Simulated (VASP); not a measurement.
MgSe3:

```
Mg Se
1.0
     7.88261    0.00000    0.00000
    -3.94130    6.82654    0.00000
     0.00000    0.00000    4.70376
Mg Se
2 6
Cartesian
  0.0000 4.5510 2.3519
  3.9413 2.2755 2.3519
  1.6363 2.8342 0.9657
  -2.3050 3.9923 0.9657
  4.6099 0.0000 0.9657
  -1.6363 2.8342 3.7380
  2.3050 3.9923 3.7380
  3.2727 0.0000 3.7380
```

* Program: VASP 6.6.1
* Task: relaxation of cell and atoms
* Functional: PBE
* Potentials or basis: VASP PAW PBE potentials, release 64 (Mg, Se)
* Cutoff: 600 eV
* k mesh: 6 × 6 × 8
* Occupations: gaussian, width 0.1 eV
* Spin: no spin polarisation

At the start: pressure -0.1 GPa; volume 31.64 Å³/atom.

Question: Where does the relaxation end?

Answer: Over 10 steps the energy falls by 5.3 meV/atom and the volume is 32.35 Å³/atom (+2.2 %); space group P-31m (No. 162, to 0.1 Å) before and after.

The path:
```csv
step,energy change (eV),largest force (eV/Å),pressure (GPa),volume (Å³)
1,0.0000,0.1734,-0.08,253.11
2,-0.0079,0.1405,-0.01,252.50
3,-0.0188,0.1158,0.26,250.68
4,-0.0256,0.0844,0.28,251.74
5,-0.0376,0.0417,0.32,254.91
6,-0.0387,0.0790,0.35,256.20
7,-0.0421,0.0090,-0.04,259.22
8,-0.0421,0.0058,-0.02,259.04
9,-0.0421,0.0054,-0.01,258.98
10,-0.0422,0.0035,0.00,258.81
```

Final structure:
```xyz
8
Lattice="7.9770 0.0000 0.0000 -3.9885 6.9083 0.0000 0.0000 0.0000 4.6964" Properties=species:S:1:pos:R:3 pbc="T T T"
Mg    0.0000    4.6056    2.3482
Mg    3.9885    2.3028    2.3482
Se    1.6877    2.9232    1.0224
Se   -2.3008    3.9851    1.0224
Se    4.6016    0.0000    1.0224
Se   -1.6877    2.9232    3.6740
Se    2.3008    3.9851    3.6740
Se    3.3754    0.0000    3.6740
```
